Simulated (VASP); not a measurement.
KF: electric field gradients with r2SCAN

KF:

```
CELL_PARAMETERS angstrom
0.00000 2.67199 2.67199
2.67199 0.00000 2.67199
2.67199 2.67199 0.00000
ATOMIC_POSITIONS crystal
K 0.00000 0.00000 0.00000
F 0.50000 0.50000 0.50000
```

This cell differs from its parent crystal: volume scaled by 1.02.

```yaml
Program: VASP 6.6.1
Task: electric field gradients
Functional: r2SCAN
Potentials_or_basis: VASP PAW PBE potentials, release 64 (K_sv, F)
Cutoff: 520 eV
k_mesh: 9 × 9 × 9
Occupations: fermi-dirac, width 0.02 eV
Spin: no spin polarisation
Dipole_correction: no
Further_INCAR_settings: ALGO = Normal; EDIFF = 1e-08; NBANDS = 15
```

- Pressure: -0.5 GPa
- Band gap on the k mesh: 6.83 eV, direct

Levels at points of the mesh, in eV from the valence-band top:
```csv
k point,band 4,band 5,band 6,band 7,band 8,band 9,band 10,band 11,band 12,band 13
"(0.00, 0.00, 0.00)",-9.61,-9.61,0.00,0.00,0.00,6.83,11.45,11.45,11.45,13.31
```

It took 74 s on 1 thread of Intel(R) Xeon(R) Platinum 8375C CPU @ 2.90GHz (Ice Lake) (shared host), peak memory 0.17 GiB.

Caveat: without QUAD_EFG the Cq values of the log hold for a quadrupole moment of 1 mb, not for the nuclei; the PAW data sets were made with another functional, which shifts forces and pressure a little. A k mesh can miss the band edges.
